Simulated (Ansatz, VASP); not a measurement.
## ZnS: VASP beside Ansatz

Contents of INCAR:

```
SYSTEM = ZnS
PREC = Accurate ; ENCUT = 520
EDIFF = 1E-7 ; ISMEAR = -1
SIGMA = 0.03 ; LREAL = .False.
LASPH = .True. ; NELM = 80
ALGO = Normal ; ISIF = 2
LWAVE = .False. ; LCHARG = .False.
GGA = PE ; NBANDS = 26
```

File KPOINTS:

```
Automatic mesh
0
Gamma
  8 8 5
  0 0 0
```

Contents of POSCAR:

```
ZnS
1.0
    3.8109987816      0.0000000000      0.0000000000
   -1.9054993908      3.3004217586      0.0000000000
    0.0000000000      0.0000000000      6.2340000000
Zn S
2 2
Direct
    0.3333333333      0.6666666667      0.0000000000
    0.6666666667      0.3333333333      0.5000000000
    0.3333333333      0.6666666667      0.3850000000
    0.6666666667      0.3333333333      0.8850000000
```

Input for Ansatz:

```yaml
crystal:
  lattice:
    - [3.8109987816, 0.0, 0.0]
    - [-1.9054993908, 3.3004217586, 0.0]
    - [0.0, 0.0, 6.234]
  atoms:
    - { symbol: Zn, position: [0.3333333333, 0.6666666667, 0.0] }
    - { symbol: Zn, position: [0.6666666667, 0.3333333333, 0.5] }
    - { symbol: S, position: [0.3333333333, 0.6666666667, 0.385] }
    - { symbol: S, position: [0.6666666667, 0.3333333333, 0.885] }
kpoints:
  mp_grid: { grid: [8, 8, 5] }
  band_path:
    path:
      - [0.0, 0.0, 0.0]
      - [0.5, 0.0, 0.0]
      - [0.3333333333, 0.3333333333, 0.0]
      - [0.0, 0.0, 0.0]
      - [0.0, 0.0, 0.5]
      - [0.5, 0.0, 0.5]
      - [0.3333333333, 0.3333333333, 0.5]
      - [0.0, 0.0, 0.5]
      - [0.5, 0.0, 0.5]
    npoints: 14
scf:
  occupations: { method: fermi_dirac, width: 0.03 }
hamiltonian:
  xc: pbe
  pseudopotentials: { kind: all_electron, lapw: { basis_error: 0.001 } }
output:
  forces: true
  stress: true
  eigenvalues: true
  fatbands: true
  populations: true
  dos: { projected: true, de: 0.2, e_range: [-14, 8] }
```

Alike in both runs: task single point; functional PBE; k mesh 8 × 8 × 5; occupations fermi-dirac, width 0.03 eV; no spin polarisation.

```csv
,VASP,Ansatz
version,VASP 6.6.1,Ansatz 0.2.0
potentials or method,"VASP PAW PBE potentials, release 64 (Zn, S), cutoff 520 eV","all-electron LAPW, scalar-relativistic"
```

```tsv
	VASP	Ansatz	Ansatz less VASP
gap on the k mesh at the Fermi level (eV)	2.25	2.25	-0.003
pressure (GPa)	2.5	2.3	-0.15
traceless stress, the component that is largest in VASP (GPa)	-1.37	-1.35	+0.025
rms of the force components (eV/Å)	0.186	0.184	-0.0020
```

Atom by atom the forces differ by 0.002 eV/Å (rms over components). Ansatz ran all-electron here, and VASP with PAW potentials.
